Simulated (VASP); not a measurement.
A run of VASP 6.6.1:

The input POSCAR:

```
KF
1.0
    0.0000000000      2.6718500000      2.6718500000
    2.6718500000      0.0000000000      2.6718500000
    2.6718500000      2.6718500000      0.0000000000
K F
1 1
Direct
    0.0000000000      0.0000000000      0.0000000000
    0.5000000000      0.5000000000      0.5000000000
```

Contents of INCAR.step1:

```
  PREC = Accurate
  ENCUT = 520
  EDIFF = 1E-5
  ISMEAR = -1
  SIGMA = 0.05
  LREAL = False
  LASPH = True
  NELM = 60
  ALGO = Normal
  ISIF = 2
  LWAVE = True
  LCHARG = False
  GGA = PE
  NBANDS = 15
```

INCAR.step2

```
  PREC = Accurate
  ENCUT = 520
  EDIFF = 1E-6
  ISMEAR = -1
  SIGMA = 0.05
  LREAL = False
  LASPH = True
  NELM = 60
  ALGO = Normal
  ISIF = 2
  LWAVE = False
  LCHARG = False
  GGA = PE
  LHFCALC = True
  AEXX = 0.3
  HFSCREEN = 0.2
  PRECFOCK = Normal
  ISTART = 1
  NBANDS = 15
```

KPOINTS

```
Automatic mesh
0
Gamma
  5 5 5
```

Potentials or basis: VASP PAW PBE potentials, release 64 (K_sv, F).

Run with:

```console
$ cat potpaw_PBE.64/K_sv/POTCAR potpaw_PBE.64/F/POTCAR > POTCAR
$ cp INCAR.step1 INCAR
$ mpirun -np 1 vasp_std > vasp.out
$ cp INCAR.step2 INCAR
$ mpirun -np 1 vasp_std > vasp.out
```

Hardware: 1 thread of Intel(R) Xeon(R) Platinum 8259CL CPU @ 2.50GHz (Skylake/Cascade Lake) (shared host).

Question: How long does it take, and how much memory?

Answer: It took 10 min on 1 thread of Intel(R) Xeon(R) Platinum 8259CL CPU @ 2.50GHz (Skylake/Cascade Lake) (shared host), peak memory 0.28 GiB. Counts: k points 10.
